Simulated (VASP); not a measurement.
# Ga2O3 (R-3c) in VASP: notebook

Ga2O3 is run at these levels: r2SCAN; tasks: single point.

Program: VASP 6.6.1. These are calculated values, not measurements. Logs are shortened: lines on timing, memory, paths and dates and some standing lists are left out, and cuts for length are marked.

## 1. The cell of the first run

Symmetry: R-3c, No. 167, trigonal system. Conventional cell: a = 4.735 Å, b = 4.735 Å, c = 13.442 Å, α = 90.00°, β = 90.00°, γ = 120.00°. Within 2.5 Å of Ga (site symmetry 3) lie 6 O at 1.85 to 2.02 Å. O (site symmetry 2) has 4 Ga at 1.85 to 2.02 Å and 2 O at 2.49 Å within 2.5 Å.

## 2. Single point, r2SCAN (strain -0.050 along x and y, +0.000 along z)

The input, POSCAR:

```
Ga2O3
1.0
    2.3676872358      1.3669848630      4.4806666158
   -2.3676872358      1.3669848630      4.4806666158
    0.0000000000     -2.7339697259      4.4806666158
Ga O
4 6
Direct
    0.3554023483      0.3554023483      0.3554023483
    0.1445976517      0.1445976517      0.1445976517
    0.6445976517      0.6445976517      0.6445976517
    0.8554023483      0.8554023483      0.8554023483
    0.5536262452      0.9463737548      0.2500000000
    0.2500000000      0.5536262452      0.9463737548
    0.9463737548      0.2500000000      0.5536262452
    0.4463737548      0.0536262452      0.7500000000
    0.7500000000      0.4463737548      0.0536262452
    0.0536262452      0.7500000000      0.4463737548
```

The input, INCAR.step1:

```
PREC = Accurate ; ENCUT = 520
ISMEAR = 0 ; SIGMA = 0.05
LREAL = False ; LASPH = True
NELM = 80 ; NBANDS = 55
GGA = PE ; ALGO = Normal
EDIFF = 1E-4 ; LWAVE = True
LCHARG = False
```

The input, INCAR.step2:

```
PREC = Accurate ; ENCUT = 520
EDIFF = 1E-7 ; ISMEAR = 0
SIGMA = 0.05 ; LREAL = False
LASPH = True ; NELM = 80
ALGO = Normal ; ISIF = 2
LWAVE = False ; LCHARG = True
METAGGA = R2SCAN ; LMIXTAU = True
LELF = True ; LVHAR = True
NBANDS = 55 ; ISTART = 1
```

The input, KPOINTS:

```
Automatic mesh
0
Gamma
  6 6 6
```

Potentials or basis: VASP PAW PBE potentials, release 64 (Ga_d, O).

Run with:

```
> cat potpaw_PBE.64/Ga_d/POTCAR potpaw_PBE.64/O/POTCAR > POTCAR
> cp INCAR.step1 INCAR
> mpirun -np 1 vasp_std > vasp.out
> cp INCAR.step2 INCAR
> mpirun -np 1 vasp_std > vasp.out
```

OUTCAR:

```text
PREC = Accurate
   ENCUT = 520
   EDIFF = 1E-7
   ISMEAR = 0
   LREAL = False
   LASPH = True
   NELM = 80
   ISIF = 2
   METAGGA = R2SCAN
   ISTART = 1

 ion  position               nearest neighbor table
   1  0.355  0.355  0.355-  10 1.85   8 1.85   9 1.85   5 2.02   6 2.02   7 2.02   3 2.80   3 2.80
                             3 2.80   2 2.83
   2  0.145  0.145  0.145-   9 1.85   8 1.85  10 1.85   5 2.02   7 2.02   6 2.02   4 2.80   4 2.80
                             4 2.80   1 2.83
   3  0.645  0.645  0.645-   7 1.85   5 1.85   6 1.85   8 2.02   9 2.02  10 2.02   1 2.80   1 2.80
                             1 2.80   4 2.83
   4  0.855  0.855  0.855-   6 1.85   5 1.85   7 1.85   8 2.02  10 2.02   9 2.02   2 2.80   2 2.80
                             2 2.80   3 2.83
   5  0.554  0.946  0.250-   3 1.85   4 1.85   1 2.02   2 2.02
   6  0.250  0.554  0.946-   4 1.85   3 1.85   1 2.02   2 2.02
   7  0.946  0.250  0.554-   3 1.85   4 1.85   2 2.02   1 2.02
   8  0.446  0.054  0.750-   1 1.85   2 1.85   3 2.02   4 2.02
   9  0.750  0.446  0.054-   2 1.85   1 1.85   3 2.02   4 2.02
  10  0.054  0.750  0.446-   1 1.85   2 1.85   4 2.02   3 2.02

  LATTYP: Found a trigonal (rhomboedric) cell.
 ALAT       =     5.2489011978
 COS(alpha) =     0.5930492384

  Lattice vectors:

 A1 = (   2.3676872358,   1.3669848630,   4.4806666158)
 A2 = (  -2.3676872358,   1.3669848630,   4.4806666158)
 A3 = (   0.0000000000,  -2.7339697259,   4.4806666158)

Analysis of symmetry for initial positions (statically):
=====================================================================
 Subroutine PRICEL returns:
 Original cell was already a primitive cell.

 Routine SETGRP: Setting up the symmetry group for a
 trigonal (rhombohedral) supercell.

 Subroutine GETGRP returns: Found 12 space group operations
 (whereof  6 operations were pure point group operations)
 out of a pool of 12 trial point group operations.

The static configuration has the point symmetry S_6 .
 The point group associated with its full space group is D_3d.

Analysis of symmetry for dynamics (positions and initial velocities):
=====================================================================
 Subroutine PRICEL returns:
 Original cell was already a primitive cell.

 Routine SETGRP: Setting up the symmetry group for a
 trigonal (rhombohedral) supercell.

 Subroutine GETGRP returns: Found 12 space group operations
 (whereof  6 operations were pure point group operations)
 out of a pool of 12 trial point group operations.

The dynamic configuration has the point symmetry S_6 .
 The point group associated with its full space group is D_3d.

 Subroutine INISYM returns: Found 12 space group operations
 (whereof  6 operations are pure point group operations),
 and found     1 'primitive' translations

----------------------------------------------------------------------------------------

                                     Primitive cell

  volume of cell :      87.0126

  direct lattice vectors                    reciprocal lattice vectors
     2.367687236  1.366984863  4.480666616     0.211176541  0.121922833  0.074393692
    -2.367687236  1.366984863  4.480666616    -0.211176541  0.121922833  0.074393692
     0.000000000 -2.733969726  4.480666616     0.000000000 -0.243845665  0.074393692

  length of vectors
     5.248901198  5.248901198  5.248901198     0.254941424  0.254941424  0.254941424

  position of ions in fractional coordinates (direct lattice)
     0.355402348  0.355402348  0.355402348
     0.144597652  0.144597652  0.144597652
     0.644597652  0.644597652  0.644597652
     0.855402348  0.855402348  0.855402348
     0.553626245  0.946373755  0.250000000
     0.250000000  0.553626245  0.946373755
     0.946373755  0.250000000  0.553626245
     0.446373755  0.053626245  0.750000000
     0.750000000  0.446373755  0.053626245
     0.053626245  0.750000000  0.446373755

  ion indices of the primitive-cell ions
   primitive index   ion index
                 1           1
                 2           2
                 3           3
                 4           4
                 5           5
                 6           6
                 7           7
                 8           8
                 9           9
                10          10

----------------------------------------------------------------------------------------

 KPOINTS: Automatic mesh

Automatic generation of k-mesh.
 Grid dimensions read from file:
 generate k-points for:    6    6    6

 Generating k-lattice:

  Cartesian coordinates                     Fractional coordinates (reciprocal lattice)
     0.035196090  0.020320472  0.012398949     0.166666667  0.000000000  0.000000000
    -0.035196090  0.020320472  0.012398949     0.000000000  0.166666667  0.000000000
     0.000000000 -0.040640944  0.012398949     0.000000000  0.000000000  0.166666667

  Length of vectors
     0.042490237  0.042490237  0.042490237

  Shift w.r.t. Gamma in fractional coordinates (k-lattice)
     0.000000000  0.000000000  0.000000000

 Subroutine IBZKPT returns following result:
 ===========================================

 Found     32 irreducible k-points:

 Following reciprocal coordinates:
            Coordinates               Weight
  0.000000  0.000000  0.000000      1.000000
  0.166667  0.000000  0.000000      6.000000
  0.333333  0.000000  0.000000      6.000000
  0.500000  0.000000  0.000000      3.000000
  0.166667  0.166667  0.000000      6.000000
  0.333333  0.166667  0.000000     12.000000
[... 16 lines left out ...]
  0.500000  0.500000  0.166667      6.000000
 -0.333333  0.500000  0.166667     12.000000
 [... further k-points ...]
   k-points           NKPTS =     32   k-points in BZ     NKDIM =     32   number of bands    NBANDS=     55
   number of dos      NEDOS =    301   number of ions     NIONS =     10
   total plane-waves  NPLWV =  64000
   dimension x,y,z NGX =    40 NGY =   40 NGZ =   40
   dimension x,y,z NGXF=    80 NGYF=   80 NGZF=   80
   ions per type =               4   6
   NGX,Y,Z   is equivalent  to a cutoff of  12.67, 12.67, 12.67 a.u.
   NGXF,Y,Z  is equivalent  to a cutoff of  25.34, 25.34, 25.34 a.u.
 SYSTEM =  unknown system
   PREC   = accura    normal or accurate (medium, high low for compatibility)
   ISTART =      1    job   : 0-new  1-cont  2-samecut
   ICHARG =      0    charge: 1-file 2-atom 10-const
   ISPIN  =      1    spin polarized calculation?
   LNONCOLLINEAR =      F non collinear calculations
   LSORBIT =      F    spin-orbit coupling
   LASPH  =      T    aspherical Exc in radial PAW
   ENCUT  =  520.0 eV  38.22 Ry    6.18 a.u.   9.76  9.76  9.76*2*pi/ulx,y,z
   NELM   =     80;   NELMIN=  2; NELMDL=  0     # of ELM steps
   EDIFF  = 0.1E-06   stopping-criterion for ELM
   LREAL  =      F    real-space projection
   EDIFFG = 0.1E-05   stopping-criterion for IOM
   NSW    =      0    number of steps for IOM
   IBRION =     -1    ionic relax: 0-MD 1-quasi-New 2-CG
   NFREE  =      0    steps in history (QN), initial steepest desc. (CG)
   ISIF   =      2    stress and relaxation
   ISYM   =      2    0-nonsym 1-usesym 2-fastsym
   POTIM  = 0.5000    time-step for ionic-motion
   TEBEG  =    0.0;   TEEND  =   0.0 temperature during run
   PSTRESS=    0.0 pullay stress
   NELECT =      88.0000    total number of electrons
   NUPDOWN=      -1.0000    fix difference up-down
   EMIN   =  10.00;   EMAX   =-10.00  energy-range for DOS
   EFERMI =   0.00;   METHOD = LEGACY
   ISMEAR =     0;   SIGMA  =   0.05  broadening in eV -4-tet -1-fermi 0-gaus
   EFERMI_NEDOS =   21; number of points for ismear=-14 and -15
   IALGO  =     38    algorithm
   IMIX   =      4    mixing-type and parameters
     AMIX     =   0.40;   BMIX     =  1.00
     AMIX_MAG =   1.60;   BMIX_MAG =  1.00
  volume/ion in A,a.u.               =       8.70        58.72
  Fermi-wavevector in a.u.,A,eV,Ry     =   1.643268  3.105326 36.740219  2.700330
  Thomas-Fermi vector in A             =   2.733431
   LORBIT       =      0    0 simple, 1 ext, 2 COOP (PROOUT), +10 PAW based schemes
   METAGGA = R2SCAN    functional components
   LHFCALC =     F    Hartree Fock is set to
   AEXX    =    0.0000 exact exchange contribution
   IVDW    =     0    specifies the selected vdW correction
   LEPSILON=     F    determine dielectric tensor
   LRPA    =     F    only Hartree local field effects (RPA)
 non-spin polarized calculation
 Gauss-broadening in eV      SIGMA  =   0.05
  energy-cutoff  :      520.00
  volume of cell :       87.01
 maximum number of plane-waves:      2358
   NGX = 19   NGY = 19   NGZ = 19

 number of electron      87.9999984 magnetization

 Free energy of the ion-electron system (eV)
  ---------------------------------------------------
  ext. energy  EPLUGINS =         0.00000000
  ---------------------------------------------------
  free energy    TOTEN  =      -101.11838861 eV

  energy without entropy =     -101.11838861  energy(sigma->0) =     -101.11838861

 E-fermi :   5.5865     XC(G=0): -13.8129

 val. band max:        5.3518999579   @ k =  -0.1667   0.1667   0.0000
 cond. band min:      10.0324285575   @ k =   0.0000   0.0000   0.0000
 fundamental gap:      4.6805285996
 Fermi energy:         5.5864714313

 k-point     1 :       0.0000    0.0000    0.0000
  band No.  band energies     occupation
      1     -15.5371      2.00000
      2     -13.3572      2.00000
      3     -13.1334      2.00000
      4     -13.1334      2.00000
      5     -13.0540      2.00000
      6     -13.0540      2.00000
[... 47 lines left out ...]
     54      18.1154      0.00000
     55      19.5202      0.00000

 k-point     2 :       0.1667    0.0000    0.0000
  band No.  band energies     occupation
      1     -15.3882      2.00000
      2     -13.4078      2.00000
      3     -13.1860      2.00000
      4     -13.1492      2.00000
      5     -13.1299      2.00000
      6     -13.0780      2.00000
[... 1268 lines left out ...]
 k-point    24 :      -0.3333    0.5000    0.1667
  band No.  band energies     occupation
      1     -14.3294      2.00000
      2     -13.9799      2.00000
      3     -13.5965      2.00000
      4     -13.4327      2.00000
      5     -13.1735      2.00000
      6     -13.1124      2.00000
[... 47 lines left out ...]
     54      19.3450      0.00000
     55      19.5666      0.00000

 [... further k-points ...]

------------------------ aborting loop because EDIFF is reached ----------------------------------------

  FORCE on cell =-STRESS in cart. coord.  units (eV):
  Direction    XX          YY          ZZ          XY          YZ          ZX
  --------------------------------------------------------------------------------------
  -------------------------------------------------------------------------------------
  Total       22.9135060     22.9135060     10.6618779      0.0000000      0.0000000      0.0000000
  in kB      421.9103779    421.9103779    196.3190149      0.0000000      0.0000000      0.0000000
  external PRESSURE =     346.7132569 kB  Pullay stress =       0.0000000 kB

 VOLUME and BASIS-vectors are now :
 -----------------------------------------------------------------------------
  energy-cutoff  :      520.00
  volume of cell :       87.01
      direct lattice vectors                 reciprocal lattice vectors
     2.367687236  1.366984863  4.480666616     0.211176541  0.121922833  0.074393692
    -2.367687236  1.366984863  4.480666616    -0.211176541  0.121922833  0.074393692
     0.000000000 -2.733969726  4.480666616     0.000000000 -0.243845665  0.074393692

 POSITION                                       TOTAL-FORCE (eV/Angst)
 -----------------------------------------------------------------------------------
      0.00000      0.00000      4.77732        -0.000000     -0.000000     -0.580428
      0.00000      0.00000      1.94368        -0.000000      0.000000      0.580428
      0.00000      0.00000      8.66468        -0.000000      0.000000      0.580428
      0.00000      0.00000     11.49832        -0.000000     -0.000000     -0.580428
     -0.92990      1.36698      7.84117        -0.119408      0.000000      0.000000
     -0.71889     -1.48881      7.84117         0.059704     -0.103410     -0.000000
      1.64880      0.12183      7.84117         0.059704      0.103410     -0.000000
      0.92990     -1.36698      5.60083         0.119408     -0.000000     -0.000000
      0.71889      1.48881      5.60083        -0.059704      0.103410     -0.000000
     -1.64880     -0.12183      5.60083        -0.059704     -0.103410     -0.000000
 -----------------------------------------------------------------------------------
    total drift:                               -0.000000     -0.000000      0.000000

  FREE ENERGIE OF THE ION-ELECTRON SYSTEM (eV)
  ---------------------------------------------------
  free  energy   TOTEN  =      -101.1183886060 eV

  energy  without entropy=     -101.1183886060  energy(sigma->0) =     -101.11838861
```

Run time: 9.1 min. Hardware: 1 thread of Intel Xeon Platinum 8559C (Emerald Rapids), shared host; peak memory 0.31 GiB.

What came out:

| Property | Result |
| --- | --- |
| Free energy | -101.1184 eV |
| Pressure | 34.7 GPa |
| Largest force | 0.580 eV/Å |
| Band gap on the k mesh | 4.68 eV (least direct gap 4.81 eV) |

Forces in eV/Å, atoms in the order of the input:
```
Ga   0.000  0.000 -0.580
Ga   0.000  0.000  0.580
Ga   0.000  0.000  0.580
Ga   0.000  0.000 -0.580
O   -0.119  0.000  0.000
O    0.060 -0.103  0.000
O    0.060  0.103  0.000
O    0.119  0.000  0.000
O   -0.060  0.103  0.000
O   -0.060 -0.103  0.000
```

Stress tensor (GPa, compression positive):
```
42.19  0.00  0.00
 0.00 42.19  0.00
 0.00  0.00 19.63
```

Levels at points of the mesh, in eV from the valence-band top:
| k point | band 42 | band 43 | band 44 | band 45 | band 46 | band 47 |
| --- | --- | --- | --- | --- | --- | --- |
| (0.00, 0.00, 0.00) | -0.28 | -0.13 | -0.13 | 4.68 | 8.34 | 8.70 |
| (0.50, 0.00, 0.00) | -1.22 | -0.29 | -0.29 | 8.11 | 8.11 | 8.62 |
| (0.50, 0.50, 0.00) | -0.88 | -0.38 | -0.21 | 8.46 | 8.60 | 9.63 |
| (0.50, 0.50, 0.50) | -0.21 | -0.21 | -0.21 | 7.81 | 7.81 | 9.46 |

Caveat: the cell differs from its parent crystal (strain -0.050 along x and y, +0.000 along z); the stress differs along the axes, from 20 to 42 GPa; the PAW data sets were made with another functional, which shifts forces and pressure a little.

## 3. Single point, r2SCAN (strain +0.050 along x and y, -0.050 along z)

POSCAR, as its differences from that of step 2:

```diff
@@ -2,5 +2,5 @@
 1.0
-    2.3676872358      1.3669848630      4.4806666158
-   -2.3676872358      1.3669848630      4.4806666158
-    0.0000000000     -2.7339697259      4.4806666158
+    2.6169174711      1.5108780064      4.2566332850
+   -2.6169174711      1.5108780064      4.2566332850
+    0.0000000000     -3.0217560128      4.2566332850
 Ga O
```

The input, INCAR.step1:

```
SYSTEM = Ga2O3
  ALGO = Normal
  EDIFF = 1E-4
  ENCUT = 520
  GGA = PE
  ISMEAR = 0
  LASPH = .TRUE.
  LCHARG = .FALSE.
  LREAL = .FALSE.
  LWAVE = .TRUE.
  NBANDS = 55
  NELM = 80
  PREC = Accurate
  SIGMA = 0.05
```

The input, INCAR.step2:

```
SYSTEM = Ga2O3
  ALGO = Normal
  EDIFF = 1E-7
  ENCUT = 520
  ISIF = 2
  ISMEAR = 0
  ISTART = 1
  LASPH = .TRUE.
  LCHARG = .FALSE.
  LMIXTAU = .TRUE.
  LREAL = .FALSE.
  LWAVE = .FALSE.
  METAGGA = R2SCAN
  NBANDS = 55
  NELM = 80
  PREC = Accurate
  SIGMA = 0.05
```

The input, KPOINTS:

```
k-points
0
G
  6 6 6
  0 0 0
```

Potentials or basis: VASP PAW PBE potentials, release 64 (Ga_d, O).

Run with:

```
> cat potpaw_PBE.64/Ga_d/POTCAR potpaw_PBE.64/O/POTCAR > POTCAR
> cp INCAR.step1 INCAR
> mpirun -np 1 vasp_std > vasp.out
> cp INCAR.step2 INCAR
> mpirun -np 1 vasp_std > vasp.out
```

It took 27 min on 1 thread of Intel Xeon 8259CL, shared host; peak memory 0.33 GiB.

The run converged. Its results:

| Item | Value |
| --- | --- |
| Free energy | -101.6311 eV |
| Pressure | -9.7 GPa |
| Largest force | 0.577 eV/Å |
| Band gap on the k mesh | 2.62 eV (least direct gap 2.67 eV) |

Forces in eV/Å, atoms in the order of the input:
```
Ga   0.000  0.000  0.577
Ga   0.000  0.000 -0.577
Ga   0.000  0.000 -0.577
Ga   0.000  0.000  0.577
O   -0.041  0.000  0.000
O    0.021 -0.036  0.000
O    0.021  0.036  0.000
O    0.041  0.000  0.000
O   -0.021  0.036  0.000
O   -0.021 -0.036  0.000
```

Stress tensor (GPa, compression positive):
```
-18.85   0.00   0.00
  0.00 -18.85   0.00
  0.00   0.00   8.65
```

Levels at points of the mesh, in eV from the valence-band top:
```
           k point  band 41  band 42  band 43  band 44  band 45  band 46  band 47  band 48
(0.00, 0.00, 0.00)    -0.43    -0.38    -0.38    -0.05     2.62     6.70     7.04     8.23
(0.50, 0.00, 0.00)    -0.86    -0.86    -0.17    -0.17     6.39     6.39     6.71     6.71
(0.50, 0.50, 0.00)    -1.06    -0.62    -0.25    -0.18     6.51     6.66     7.24     7.63
(0.50, 0.50, 0.50)    -0.66    -0.66    -0.66    -0.66     5.76     5.76     8.10     8.10
```

Caveat: the cell differs from its parent crystal (strain +0.050 along x and y, -0.050 along z); the stress differs along the axes, from -19 to 9 GPa; the PAW data sets were made with another functional, which shifts forces and pressure a little. A k mesh can miss the band edges.
